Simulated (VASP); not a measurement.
Runs of VASP 6.6.1 on Os. The structure is that of space group Fm-3m (No. 225), or close to it. The cells are those of the table. 

```csv
cell,gap on the mesh (eV),pressure (GPa)
"a = 2.796 Å, angles 60.0°, 1 atom",none,(b)
"a = 2.704 Å, angles 60.0°, 1 atom",none,-0.1
"a = 2.818 Å, angles 60.0°, 1 atom",none,(a)
"a = 2.656 Å, angles 60.0°, 1 atom",none,26.5
"a = 2.680 Å, angles 60.0°, 1 atom",none,12.2
```

Alike in all rows: task single point; level PBEsol; potentials or basis VASP PAW PBE potentials, release 64 (Os); no spin polarisation; k mesh 10 × 10 × 10; cutoff (eV) 520; smearing methfessel-paxton 0.1 eV.

Question: Fill in the values left out.

Answer: (a) -39.5; (b) -33.9.

Caveats: the PAW data sets were made with another functional, which shifts forces and pressure a little; spin-orbit coupling is left out, which moves the levels of the heavy elements.

A k mesh can miss the band edges, and the runs leave out spin-orbit coupling on Os.

A gap of «none» marks levels without a gap at the run's occupations.
